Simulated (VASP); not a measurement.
Here is a VASP 6.6.1 calculation.

The input INCAR:

```
SYSTEM = GaSi16
PREC     = Accurate       ! precision mode
ENCUT    = 520            ! plane-wave cutoff, eV
EDIFF    = 1E-7           ! SCF threshold, eV
ISMEAR   = -1             ! smearing method
SIGMA    = 0.05           ! smearing width, eV
LREAL    = Auto         
LASPH    = .True.         ! aspherical terms in the spheres
NELM     = 150            ! most SCF steps
ALGO     = Normal         ! electronic algorithm
ISIF     = 2              ! what is computed and relaxed
LWAVE    = .False.        ! write WAVECAR
LCHARG   = .False.        ! write CHGCAR
ISPIN    = 2              ! spin polarisation
MAGMOM   = 0 0 0 0 0 0 0 0 0 0 0 0 0 0 0 0 0 ! initial moments
LORBIT   = 11             ! projections on sites
GGA      = CA             ! functional
NBANDS   = 56             ! bands
```

The input KPOINTS:

```
Automatic mesh
0
Gamma
  2 2 2
  0 0 0
```

File POSCAR:

```
GaSi16
1.0
    0.0000000000      5.4300000000      5.4300000000
    5.4300000000      0.0000000000      5.4300000000
    5.4300000000      5.4300000000      0.0000000000
Si Ga
16 1
Direct
    0.0111737569      0.0104139042     -0.0341352670
    0.1160121547      0.1165088398      0.1165344383
   -0.0026958564     -0.0024056169      0.4962006446
    0.1331721915      0.1331727440      0.6006651934
   -0.0114714549      0.5040246777      0.0035666667
    0.1174395028      0.6486956722      0.1173258748
   -0.0024197974      0.5087485267      0.4968081952
    0.1208588398      0.6247212707      0.6305811234
    0.5039803867     -0.0113632597      0.0034953039
    0.6494801105      0.1174117864      0.1170627993
    0.5088694291     -0.0022609576      0.4966419890
    0.6244730203      0.1211739411      0.6305538674
    0.5040160221      0.5040475138      0.0036047882
    0.6162268877      0.6163476980      0.1514683241
    0.4923559853      0.4926325967      0.5231434622
    0.6244813996      0.6246780847      0.6305171271
    0.2649462247      0.2638313076      1.2041629834
```

Potentials or basis: VASP PAW LDA potentials, release 64 (Si, Ga_d).

Launch:

```sh
$ cat potpaw_LDA.64/Si/POTCAR potpaw_LDA.64/Ga_d/POTCAR > POTCAR
$ mpirun -np 1 vasp_std > vasp.out
```

(1) Predict the pressure.

(2) Predict the net moment.

(3) Estimate the largest force.

Results:

(1) 2.3 GPa.

(2) 0.00 μB per cell.

(3) 0.206 eV/Å.

Caveat: the k points lie up to 0.50 Å⁻¹ apart; no moment was typed at the start, so none could form.
